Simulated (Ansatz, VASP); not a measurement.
## One calculation of NaI, two programs

```
Na I
1.0
     0.00000    3.33349    3.13931
     3.33349    0.00000    3.13931
     3.33349    3.33349    0.00000
Na I
1 1
Direct
  0.00000 0.00000 0.00000
  0.50000 0.50000 0.50000
```

Change from the starting cell: strain +0.030 along x and y, -0.030 along z, atoms carried along.

Alike in both runs: task single point; functional PBEsol; k mesh 6 × 6 × 6; occupations gaussian, width 0.05 eV; no spin polarisation.

|  | VASP | Ansatz |
| --- | --- | --- |
| version | VASP 6.6.1 | Ansatz 0.2.0 |
| potentials or method | VASP PAW PBE potentials, release 64 (Na_pv, I), cutoff 520 eV | scalar-relativistic, plane waves, PAW |
| valence electrons in the cell | 14 | 26 |

VASP gave:

| Quantity | Value |
| --- | --- |
| gap on the k mesh at the Fermi level (eV) | 3.42 |
| least direct gap on the mesh (eV) | 3.42 |
| pressure (GPa) | -0.7 |
| traceless stress, the component that is largest in VASP (GPa) | 0.91 |

Task: Which values does Ansatz return?

Result: gap on the k mesh at the Fermi level (eV): 3.42; least direct gap on the mesh (eV): 3.42; pressure (GPa): -0.8; traceless stress, the component that is largest in VASP (GPa): 0.89.

VASP's potentials were made for PBE, not for PBEsol. VASP's potentials hold 14 valence electrons a cell and Ansatz's 26, so a difference there can come from the potentials and not from the codes.

Neither program's run includes spin-orbit coupling.
